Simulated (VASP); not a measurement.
HfN: single point with PBE

HfN:

```xyz
4
Lattice="3.1954 0.0000 0.0000 -1.5977 2.7673 0.0000 0.0000 0.0000 5.5230" Properties=species:S:1:pos:R:3 pbc="T T T"
Hf    1.5977    0.9224    4.1423
Hf    0.0000    1.8448    1.3808
N     0.0000    0.0000    0.0000
N     0.0000    0.0000    2.7615
```

```yaml
Program: VASP 6.6.1
Task: single point
Functional: PBE
Potentials_or_basis: VASP PAW PBE potentials, release 64 (Hf_pv, N)
Cutoff: 520 eV
k_mesh: 12 × 12 × 6
Occupations: gaussian, width 0.05 eV
Spin: no spin polarisation
Dipole_correction: no
Further_INCAR_settings: ALGO = Normal; EDIFF = 1e-06; NBANDS = 23
```

```
Pressure               : -10.7 GPa
Band gap on the k mesh : zero (bands 15 and 16 overlap by 2.15 eV)
```

Stress tensor (GPa, compression positive):
```
-10.50   0.00   0.00
  0.00 -10.50   0.00
  0.00   0.00 -10.98
```

Levels at points of the mesh, in eV from the Fermi level:
| k point | band 12 | band 13 | band 14 | band 15 | band 16 | band 17 | band 18 | band 19 |
| --- | --- | --- | --- | --- | --- | --- | --- | --- |
| (0.00, 0.00, 0.00) | -3.36 | -3.36 | -1.66 | -0.47 | 0.76 | 0.79 | 0.79 | 1.84 |
| (0.50, 0.00, 0.00) | -5.13 | -3.15 | -2.57 | -2.32 | 2.31 | 2.59 | 4.20 | 4.40 |
| (0.00, 0.00, 0.50) | -4.10 | -4.10 | -4.10 | 1.78 | 1.78 | 2.73 | 2.73 | 2.79 |
| (0.50, 0.00, 0.50) | -5.13 | -4.23 | -4.23 | -0.24 | -0.24 | 4.44 | 4.44 | 4.54 |

Run time: 84 s on 1 thread of Intel Xeon 8259CL, with other jobs on the host, peak memory 0.21 GiB.

Caveat: the cell stands under tension; spin-orbit coupling is left out, which moves the levels of the heavy elements.
